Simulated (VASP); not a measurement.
# TiC (I4/mmm) in VASP: a series of runs

The runs below take TiC through single point, with PBE.

All numbers are computed with VASP 6.6.1; they aren't measurements. Logs are shortened: lines on timing, memory, paths and dates and some standing lists are left out, and cuts for length are marked.

## (1) The cell of the first run

The structure is tetragonal, space group I4/mmm (No. 139). Conventional cell: a = 2.969 Å, b = 2.969 Å, c = 4.328 Å, α = 90.00°, β = 90.00°, γ = 90.00°. Ti (site symmetry 4/mmm) has 6 C at 2.10 to 2.16 Å within 2.8 Å. C (site symmetry 4/mmm) has 6 Ti at 2.10 to 2.16 Å within 2.8 Å.

## (2) Single point, PBE (equal xx and yy strain of -3 %)

File INCAR:

```
PREC = Accurate ; ENCUT = 520
EDIFF = 1E-7 ; ISMEAR = -1
SIGMA = 0.03 ; LREAL = False
LASPH = True ; NELM = 60
ALGO = Normal ; ISIF = 2
LWAVE = False ; LCHARG = False
GGA = PE ; NBANDS = 15
```

File KPOINTS:

```
regular mesh
0
Gamma
  16 16 16
```

File POSCAR:

```
TiC
1.0
    0.0000000000      2.0990800000      2.1640000000
    2.0990800000      0.0000000000      2.1640000000
    2.0990800000      2.0990800000      0.0000000000
Ti C
1 1
Direct
    0.0000000000      0.0000000000      0.0000000000
    0.5000000000      0.5000000000      0.5000000000
```

Potentials or basis: VASP PAW PBE potentials, release 64 (Ti_sv, C).

Run with:

```console
$ cat potpaw_PBE.64/Ti_sv/POTCAR potpaw_PBE.64/C/POTCAR > POTCAR
$ mpirun -np 1 vasp_std > vasp.out
```

OUTCAR:

```text
PREC = Accurate
   ENCUT = 520
   EDIFF = 1E-7
   ISMEAR = -1
   LREAL = False
   LASPH = True
   NELM = 60
   ISIF = 2
   GGA = PE

 ion  position               nearest neighbor table
   1  0.000  0.000  0.000-   2 2.10   2 2.10   2 2.10   2 2.10   2 2.16   2 2.16
   2  0.500  0.500  0.500-   1 2.10   1 2.10   1 2.10   1 2.10   1 2.16   1 2.16

  LATTYP: Found a body centered tetragonal cell.
 ALAT       =     2.9685474045
 C/A-ratio  =     1.4579521262

  Lattice vectors:

 A1 = (  -2.0990800000,   0.0000000000,   2.1640000000)
 A2 = (   2.0990800000,   0.0000000000,   2.1640000000)
 A3 = (   0.0000000000,   2.0990800000,  -2.1640000000)

Analysis of symmetry for initial positions (statically):
=====================================================================
 Subroutine PRICEL returns:
 Original cell was already a primitive cell.

 Routine SETGRP: Setting up the symmetry group for a
 body centered tetragonal supercell.

 Subroutine GETGRP returns: Found 16 space group operations
 (whereof 16 operations were pure point group operations)
 out of a pool of 16 trial point group operations.

The static configuration has the point symmetry D_4h.

Analysis of symmetry for dynamics (positions and initial velocities):
=====================================================================
 Subroutine PRICEL returns:
 Original cell was already a primitive cell.

 Routine SETGRP: Setting up the symmetry group for a
 body centered tetragonal supercell.

 Subroutine GETGRP returns: Found 16 space group operations
 (whereof 16 operations were pure point group operations)
 out of a pool of 16 trial point group operations.

The dynamic configuration has the point symmetry D_4h.

 Subroutine INISYM returns: Found 16 space group operations
 (whereof 16 operations are pure point group operations),
 and found     1 'primitive' translations

----------------------------------------------------------------------------------------

                                     Primitive cell

  volume of cell :      19.0698

  direct lattice vectors                    reciprocal lattice vectors
     0.000000000  2.099080000  2.164000000    -0.238199592  0.238199592  0.231053604
     2.099080000  0.000000000  2.164000000     0.238199592 -0.238199592  0.231053604
     2.099080000  2.099080000  0.000000000     0.238199592  0.238199592 -0.231053604

  length of vectors
     3.014802290  3.014802290  2.968547405     0.408489730  0.408489730  0.408489730

  position of ions in fractional coordinates (direct lattice)
     0.000000000  0.000000000  0.000000000
     0.500000000  0.500000000  0.500000000

  ion indices of the primitive-cell ions
   primitive index   ion index
                 1           1
                 2           2

----------------------------------------------------------------------------------------

 KPOINTS: regular mesh

Automatic generation of k-mesh.
 Grid dimensions read from file:
 generate k-points for:   16   16   16

 Generating k-lattice:

  Cartesian coordinates                     Fractional coordinates (reciprocal lattice)
    -0.014887475  0.014887475  0.014440850     0.062500000 -0.000000000  0.000000000
     0.014887475 -0.014887475  0.014440850    -0.000000000  0.062500000  0.000000000
     0.014887475  0.014887475 -0.014440850     0.000000000  0.000000000  0.062500000

  Length of vectors
     0.025530608  0.025530608  0.025530608

  Shift w.r.t. Gamma in fractional coordinates (k-lattice)
     0.000000000  0.000000000  0.000000000

 Subroutine IBZKPT returns following result:
 ===========================================

 Found    349 irreducible k-points:

 Following reciprocal coordinates:
            Coordinates               Weight
  0.000000  0.000000  0.000000      1.000000
  0.062500  0.000000  0.000000      8.000000
  0.125000  0.000000  0.000000      8.000000
  0.187500  0.000000  0.000000      8.000000
  0.250000  0.000000  0.000000      8.000000
  0.312500  0.000000  0.000000      8.000000
[... 16 lines left out ...]
 -0.125000  0.062500  0.000000      8.000000
 -0.062500  0.062500  0.000000      4.000000
 [... further k-points ...]
   k-points           NKPTS =    349   k-points in BZ     NKDIM =    349   number of bands    NBANDS=     15
   number of dos      NEDOS =    301   number of ions     NIONS =      2
   total plane-waves  NPLWV =  13824
   dimension x,y,z NGX =    24 NGY =   24 NGZ =   24
   dimension x,y,z NGXF=    48 NGYF=   48 NGZF=   48
   ions per type =               1   1
   NGX,Y,Z   is equivalent  to a cutoff of  13.23, 13.23, 13.44 a.u.
   NGXF,Y,Z  is equivalent  to a cutoff of  26.47, 26.47, 26.88 a.u.
 SYSTEM =  unknown system
   PREC   = accura    normal or accurate (medium, high low for compatibility)
   ISTART =      0    job   : 0-new  1-cont  2-samecut
   ICHARG =      2    charge: 1-file 2-atom 10-const
   ISPIN  =      1    spin polarized calculation?
   LNONCOLLINEAR =      F non collinear calculations
   LSORBIT =      F    spin-orbit coupling
   LASPH  =      T    aspherical Exc in radial PAW
   ENCUT  =  520.0 eV  38.22 Ry    6.18 a.u.   5.61  5.61  5.52*2*pi/ulx,y,z
   NELM   =     60;   NELMIN=  2; NELMDL= -5     # of ELM steps
   EDIFF  = 0.1E-06   stopping-criterion for ELM
   LREAL  =      F    real-space projection
   EDIFFG = 0.1E-05   stopping-criterion for IOM
   NSW    =      0    number of steps for IOM
   IBRION =     -1    ionic relax: 0-MD 1-quasi-New 2-CG
   NFREE  =      0    steps in history (QN), initial steepest desc. (CG)
   ISIF   =      2    stress and relaxation
   ISYM   =      2    0-nonsym 1-usesym 2-fastsym
   POTIM  = 0.5000    time-step for ionic-motion
   TEBEG  =    0.0;   TEEND  =   0.0 temperature during run
   PSTRESS=    0.0 pullay stress
   NELECT =      16.0000    total number of electrons
   NUPDOWN=      -1.0000    fix difference up-down
   EMIN   =  10.00;   EMAX   =-10.00  energy-range for DOS
   EFERMI =   0.00;   METHOD = LEGACY
   ISMEAR =    -1;   SIGMA  =   0.03  broadening in eV -4-tet -1-fermi 0-gaus
   EFERMI_NEDOS =   21; number of points for ismear=-14 and -15
   IALGO  =     38    algorithm
   IMIX   =      4    mixing-type and parameters
     AMIX     =   0.40;   BMIX     =  1.00
     AMIX_MAG =   1.60;   BMIX_MAG =  1.00
  volume/ion in A,a.u.               =       9.53        64.34
  Fermi-wavevector in a.u.,A,eV,Ry     =   1.544068  2.917865 32.438274  2.384146
  Thomas-Fermi vector in A             =   2.649641
   LORBIT       =      0    0 simple, 1 ext, 2 COOP (PROOUT), +10 PAW based schemes
   GGA     = PE    functional components
   LHFCALC =     F    Hartree Fock is set to
   AEXX    =    0.0000 exact exchange contribution
   IVDW    =     0    specifies the selected vdW correction
   LEPSILON=     F    determine dielectric tensor
   LRPA    =     F    only Hartree local field effects (RPA)
 non-spin polarized calculation
  energy-cutoff  :      520.00
  volume of cell :       19.07
 maximum number of plane-waves:       540
   NGX = 11   NGY = 11   NGZ = 11

 number of electron      16.0000001 magnetization

 Free energy of the ion-electron system (eV)
  ---------------------------------------------------
  ext. energy  EPLUGINS =         0.00000000
  ---------------------------------------------------
  free energy    TOTEN  =       -18.62015059 eV

  energy without entropy =      -18.61937754  energy(sigma->0) =      -18.61976406

 E-fermi :  10.1580     XC(G=0): -13.0272

 val. band max:       10.1562172314   @ k =  -0.0625   0.0625   0.0000
 cond. band min:      10.2370375933   @ k =   0.0625   0.0625   0.0000
 fundamental gap:      0.0808203618
 Fermi energy:        10.1580486646

 k-point     1 :       0.0000    0.0000    0.0000
  band No.  band energies     occupation
      1     -46.2274      2.00000
      2     -22.2407      2.00000
      3     -22.2010      2.00000
      4     -22.2010      2.00000
      5      -2.5181      2.00000
      6      10.7257      0.00000
      7      10.9761      0.00000
      8      10.9761      0.00000
      9      11.8389      0.00000
     10      11.8806      0.00000
     11      11.9814      0.00000
     12      11.9814      0.00000
     13      12.1472      0.00000
     14      21.6364      0.00000
     15      24.4700      0.00000

 k-point     2 :       0.0625    0.0000    0.0000
  band No.  band energies     occupation
      1     -46.2237      2.00000
      2     -22.2532      2.00000
      3     -22.2164      2.00000
      4     -22.2027      2.00000
      5      -2.4220      2.00000
      6      10.3919      0.00082
      7      10.5868      0.00000
      8      10.7660      0.00000
      9      11.2171      0.00000
     10      11.3088      0.00000
     11      12.2064      0.00000
     12      12.9397      0.00000
     13      13.1699      0.00000
     14      21.7906      0.00000
     15      24.5366      0.00000

 k-point     3 :       0.1250    0.0000    0.0000
  band No.  band energies     occupation
      1     -46.2133      2.00000
      2     -22.3130      2.00000
      3     -22.2352      2.00000
      4     -22.2074      2.00000
      5      -2.1400      2.00000
      6       9.4885      2.00000
      7       9.7751      1.99999
      8       9.9274      1.99908
      9      11.3095      0.00000
     10      11.3933      0.00000
     11      12.5763      0.00000
     12      14.0619      0.00000
     13      14.3319      0.00000
     14      22.1569      0.00000
     15      24.6434      0.00000
[... 343 lines left out ...]
 k-point    23 :      -0.1250    0.0625    0.0000
  band No.  band energies     occupation
      1     -46.2051      2.00000
      2     -22.3491      2.00000
      3     -22.2680      2.00000
      4     -22.2027      2.00000
      5      -1.9123      2.00000
      6       8.9624      2.00000
      7       9.3239      2.00000
      8       9.4530      2.00000
      9      11.3025      0.00000
     10      11.7645      0.00000
     11      12.9280      0.00000
     12      13.9099      0.00000
     13      15.4194      0.00000
     14      22.4428      0.00000
     15      24.6187      0.00000

 k-point    24 :      -0.0625    0.0625    0.0000
  band No.  band energies     occupation
      1     -46.2175      2.00000
      2     -22.2650      2.00000
      3     -22.2560      2.00000
      4     -22.2007      2.00000
      5      -2.2556      2.00000
      6       9.8668      1.99988
      7      10.0996      1.75061
      8      10.1562      1.03051
      9      11.0967      0.00000
     10      11.5701      0.00000
     11      12.5772      0.00000
     12      13.0811      0.00000
     13      14.2671      0.00000
     14      22.0522      0.00000
     15      24.5931      0.00000

 [... further k-points ...]

------------------------ aborting loop because EDIFF is reached ----------------------------------------

  FORCE on cell =-STRESS in cart. coord.  units (eV):
  Direction    XX          YY          ZZ          XY          YZ          ZX
  --------------------------------------------------------------------------------------
  -------------------------------------------------------------------------------------
  Total        2.8550062      2.8550062      1.0652389      0.0000000      0.0000000      0.0000000
  in kB      239.8680467    239.8680467     89.4977983      0.0000000      0.0000000      0.0000000
  external PRESSURE =     189.7446306 kB  Pullay stress =       0.0000000 kB

 VOLUME and BASIS-vectors are now :
 -----------------------------------------------------------------------------
  energy-cutoff  :      520.00
  volume of cell :       19.07
      direct lattice vectors                 reciprocal lattice vectors
     0.000000000  2.099080000  2.164000000    -0.238199592  0.238199592  0.231053604
     2.099080000  0.000000000  2.164000000     0.238199592 -0.238199592  0.231053604
     2.099080000  2.099080000  0.000000000     0.238199592  0.238199592 -0.231053604

 POSITION                                       TOTAL-FORCE (eV/Angst)
 -----------------------------------------------------------------------------------
      0.00000      0.00000      0.00000        -0.000000     -0.000000      0.000000
      2.09908      2.09908      2.16400         0.000000      0.000000     -0.000000
 -----------------------------------------------------------------------------------
    total drift:                                0.000000     -0.000000     -0.000000

  FREE ENERGIE OF THE ION-ELECTRON SYSTEM (eV)
  ---------------------------------------------------
  free  energy   TOTEN  =       -18.6201505874 eV

  energy  without entropy=      -18.6193775397  energy(sigma->0) =      -18.61976406
```

It took 73 s on 1 thread of Intel Xeon Platinum 8259CL at 2.50GHz (Skylake/Cascade Lake), shared host; peak memory 0.22 GiB.

What came out:

* Free energy: -18.6202 eV
* Pressure: 19.0 GPa
* Band gap on the k mesh: zero (band 8 reaches 10.98 eV, above the bottom of band 9 at 9.66 eV)

Caveat: the cell differs from its parent crystal (equal xx and yy strain of -3 %).

## (3) Single point, PBE (zz strain of -3 %)

File INCAR:

```
ALGO = Normal
EDIFF = 1E-7
ENCUT = 520
GGA = PE
ISIF = 2
ISMEAR = -1
LASPH = True
LCHARG = False
LREAL = False
LWAVE = False
NBANDS = 15
NELM = 80
PREC = Accurate
SIGMA = 0.03
```

File KPOINTS:

```
k-points
0
Gamma
  16 16 16
```

File POSCAR:

```
TiC
1.0
    0.0000000000      2.1640000000      2.0990800000
    2.1640000000      0.0000000000      2.0990800000
    2.1640000000      2.1640000000      0.0000000000
Ti C
1 1
Direct
    0.0000000000      0.0000000000      0.0000000000
    0.5000000000      0.5000000000      0.5000000000
```

Potentials or basis: VASP PAW PBE potentials, release 64 (Ti_sv, C).

Run with:

```console
$ cat potpaw_PBE.64/Ti_sv/POTCAR potpaw_PBE.64/C/POTCAR > POTCAR
$ mpirun -np 1 vasp_std > vasp.out
```

OUTCAR:

```text
EDIFF = 1E-7
   ENCUT = 520
   GGA = PE
   ISIF = 2
   ISMEAR = -1
   LASPH = True
   LREAL = False
   NELM = 80
   PREC = Accurate

 ion  position               nearest neighbor table
   1  0.000  0.000  0.000-   2 2.10   2 2.10   2 2.16   2 2.16   2 2.16   2 2.16
   2  0.500  0.500  0.500-   1 2.10   1 2.10   1 2.16   1 2.16   1 2.16   1 2.16

  LATTYP: Found a body centered tetragonal cell.
 ALAT       =     3.0603581490
 C/A-ratio  =     1.3717871555

  Lattice vectors:

[... 618 lines left out ...]
------------------------ aborting loop because EDIFF is reached ----------------------------------------

  FORCE on cell =-STRESS in cart. coord.  units (eV):
  Direction    XX          YY          ZZ          XY          YZ          ZX
  --------------------------------------------------------------------------------------
  -------------------------------------------------------------------------------------
  Total        0.6050289      0.6050289      2.3708283      0.0000000     -0.0000000      0.0000000
  in kB       49.3075218     49.3075218    193.2133762      0.0000000     -0.0000000      0.0000000
  external PRESSURE =      97.2761399 kB  Pullay stress =       0.0000000 kB

 VOLUME and BASIS-vectors are now :
 -----------------------------------------------------------------------------
  energy-cutoff  :      520.00
  volume of cell :       19.66
      direct lattice vectors                 reciprocal lattice vectors
     0.000000000  2.164000000  2.099080000    -0.231053604  0.231053604  0.238199592
     2.164000000  0.000000000  2.099080000     0.231053604 -0.231053604  0.238199592
     2.164000000  2.164000000  0.000000000     0.231053604  0.231053604 -0.238199592

 POSITION                                       TOTAL-FORCE (eV/Angst)
 -----------------------------------------------------------------------------------
      0.00000      0.00000      0.00000        -0.000000      0.000000      0.000000
      2.16400      2.16400      2.09908         0.000000     -0.000000     -0.000000
 -----------------------------------------------------------------------------------
    total drift:                                0.000000     -0.000000     -0.000000

  FREE ENERGIE OF THE ION-ELECTRON SYSTEM (eV)
  ---------------------------------------------------
  free  energy   TOTEN  =       -18.6717875502 eV

  energy  without entropy=      -18.6708558475  energy(sigma->0) =      -18.67132170
```

Wall time 78 s (1 thread of Intel Xeon Platinum 8259CL at 2.50GHz (Skylake/Cascade Lake), shared host); peak memory 0.22 GiB.

What came out:

```yaml
Free_energy: -18.6718 eV
Pressure: 9.7 GPa
Band_gap_on_the_k_mesh: zero (band 8 reaches 10.67 eV, above the bottom of band 9 at 9.20 eV)
```

Levels at points of the mesh, in eV from the Fermi level:
| k point | band 4 | band 5 | band 6 | band 7 | band 8 | band 9 | band 10 | band 11 | band 12 | band 13 |
| --- | --- | --- | --- | --- | --- | --- | --- | --- | --- | --- |
| (0.00, 0.00, 0.00) | -32.49 | -12.57 | 0.62 | 0.62 | 0.85 | 1.65 | 1.66 | 1.66 | 1.80 | 1.86 |
| (0.50, 0.00, 0.00) | -32.54 | -8.92 | -6.00 | -3.05 | -3.00 | 2.96 | 3.11 | 4.29 | 8.23 | 8.37 |
| (0.50, 0.50, 0.00) | -32.73 | -10.23 | -3.23 | -1.76 | -0.18 | -0.18 | 2.83 | 3.68 | 3.68 | 6.30 |
| (0.50, 0.00, 0.50) | -32.68 | -10.28 | -3.58 | -1.71 | 0.04 | 0.08 | 2.80 | 3.56 | 3.75 | 6.01 |

Caveat: the cell differs from its parent crystal (zz strain of -3 %).
